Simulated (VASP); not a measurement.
A run of VASP 6.6.1:

The input INCAR:

```
SYSTEM = HfN
ALGO     = Normal         ! electronic algorithm
EDIFF    = 1E-6           ! SCF threshold, eV
ENCUT    = 600            ! plane-wave cutoff, eV
GGA      = CA             ! functional
GGA_COMPAT= .False.      
ISIF     = 2              ! what is computed and relaxed
ISMEAR   = 0              ! smearing method
LASPH    = .True.         ! aspherical terms in the spheres
LCHARG   = .False.        ! write CHGCAR
LREAL    = .False.        ! projectors in reciprocal space
LWAVE    = .False.        ! write WAVECAR
NBANDS   = 14             ! bands
NELM     = 120            ! most SCF steps
PREC     = Accurate       ! precision mode
SIGMA    = 0.1            ! smearing width, eV
```

File KPOINTS:

```
k-points
0
Gamma
  8 8 8
  0 0 0
```

POSCAR

```
HfN
1.0
    0.0000000000      2.4159666999      2.4159666999
    2.4159666999      0.0000000000      2.4159666999
    2.4159666999      2.4159666999      0.0000000000
Hf N
1 1
Direct
    0.0000000000      0.0000000000      0.0000000000
    0.7500000000      0.7500000000      0.7500000000
```

Potentials or basis: VASP PAW LDA potentials, release 64 (Hf_pv, N).

Run with:

```bash
$ cat potpaw_LDA.64/Hf_pv/POTCAR potpaw_LDA.64/N/POTCAR > POTCAR
$ mpirun -np 1 vasp_std > vasp.out
```

Hardware: 1 thread of Intel(R) Xeon(R) Platinum 8375C CPU @ 2.90GHz (Ice Lake), on a shared host.

Question: Estimate the wall time of this run.

Answer: Run time: 14 s on 1 thread of Intel(R) Xeon(R) Platinum 8375C CPU @ 2.90GHz (Ice Lake), on a shared host, peak memory 0.14 GiB. Counts: scf iterations 13, k points 29.
